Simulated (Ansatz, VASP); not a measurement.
# TaCu2: VASP beside Ansatz

Contents of INCAR:

```
PREC = Accurate ; ENCUT = 520
EDIFF = 1E-6 ; ISMEAR = 0
SIGMA = 0.1 ; LREAL = False
LASPH = True ; NELM = 100
ALGO = Fast ; ISIF = 2
LWAVE = False ; LCHARG = True
GGA = PE ; LELF = True
LVHAR = True ; NBANDS = 42
```

The input KPOINTS:

```
Automatic mesh
0
Gamma
  4 4 4
```

POSCAR

```
TaCu2
1.0
   -3.1160603900      3.1160603900      2.7766941000
    3.1160603900     -3.1160603900      2.7766941000
    3.1160603900      3.1160603900     -2.7766941000
Ta Cu
2 4
Direct
    0.7500000000      0.7500000000      0.0000000000
    0.2500000000      0.2500000000      0.0000000000
    0.6739740700      0.1739740700      0.8479481300
    0.3260259300      0.8260259300      0.1520518700
    0.8260259300      0.6739740700      0.5000000000
    0.1739740700      0.3260259300      0.5000000000
```

Input for Ansatz:

```yaml
crystal:
  lattice:
    - [-3.11606039, 3.11606039, 2.7766941]
    - [3.11606039, -3.11606039, 2.7766941]
    - [3.11606039, 3.11606039, -2.7766941]
  atoms:
    - { symbol: Ta, position: [0.75, 0.75, 0.0] }
    - { symbol: Ta, position: [0.25, 0.25, 0.0] }
    - { symbol: Cu, position: [0.67397407, 0.17397407, 0.84794813] }
    - { symbol: Cu, position: [0.32602593, 0.82602593, 0.15205187] }
    - { symbol: Cu, position: [0.82602593, 0.67397407, 0.5] }
    - { symbol: Cu, position: [0.17397407, 0.32602593, 0.5] }
basis:
  ecutwfc: 420
kpoints:
  mp_grid: { grid: [4, 4, 4] }
hamiltonian:
  xc: pbe
scf:
  occupations: { method: gaussian, width: 0.1 }
  lower_state_search: "off"
output:
  forces: true
  stress: true
  eigenvalues: true
```

Change from the starting cell: species swapped into the Zr2Ir type (I4/mcm, No. 140).

Alike in both runs: task single point; functional PBE; k mesh 4 × 4 × 4; occupations gaussian, width 0.1 eV; no spin polarisation.

|  | VASP | Ansatz |
| --- | --- | --- |
| version | VASP 6.6.1 | Ansatz 0.2.0 |
| potentials or method | VASP PAW PBE potentials, release 64 (Ta_pv, Cu), cutoff 520 eV | scalar-relativistic, plane waves, PAW |
| valence electrons in the cell | 66 | 102 |

|  | VASP | Ansatz | Ansatz less VASP |
| --- | --- | --- | --- |
| gap on the k mesh at the Fermi level (eV) | none | none | - |
| pressure (GPa) | -5.3 | -5.6 | -0.33 |
| traceless stress, the component that is largest in VASP (GPa) | -3.83 | -3.72 | +0.109 |
| rms of the force components (eV/Å) | 0.136 | 0.132 | -0.0035 |

Atom by atom the forces differ by 0.004 eV/Å (rms over components). A gap of «none» marks a metal or a gap that the smearing closes. VASP's potentials hold 66 valence electrons a cell and Ansatz's 102, so a difference there can come from the potentials and not from the codes.

The k mesh is coarse, so the values compare programs but aren't converged. Neither program's run includes spin-orbit coupling.
